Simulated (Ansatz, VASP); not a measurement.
# TaSi2: VASP beside Ansatz

```
Ta Si
1.0
     4.78000    0.00000    0.00000
    -2.39000    4.13960    0.00000
     0.00000    0.00000    6.56400
Ta Si
3 6
Direct
  0.50000 0.00000 0.50000
  0.50000 0.50000 0.83333
  0.00000 0.50000 0.16667
  0.15893 0.31786 0.50000
  0.84107 0.15893 0.83333
  0.68214 0.84107 0.16667
  0.84107 0.68214 0.50000
  0.15893 0.84107 0.83333
  0.31786 0.15893 0.16667
```

Alike in both runs: functional PBE; k mesh 8 × 8 × 5; occupations fermi-dirac, width 0.05 eV; no spin polarisation.

Ansatz relaxed the structure, and its values are those at the end. VASP's run is a single point on that final structure, the one shown.

|  | VASP | Ansatz |
| --- | --- | --- |
| version | VASP 6.6.1 | Ansatz 0.2.0 |
| potentials or method | VASP PAW PBE potentials, release 64 (Ta_pv, Si) | plane-wave PAW, scalar-relativistic |
| plane-wave cutoff (eV) | 520 | 420 |
| valence electrons in the cell | 57 | 63 |

|  | VASP | Ansatz | Ansatz less VASP |
| --- | --- | --- | --- |
| pressure (GPa) | 3.1 | 3.0 | -0.10 |

With one functional, cell and mesh, what is left measures potentials, basis and numerics. VASP's potentials hold 57 valence electrons a cell and Ansatz's 63, so a difference there can come from the potentials and not from the codes. Ansatz's warnings: stress scf threshold loose.

Neither program's run includes spin-orbit coupling.
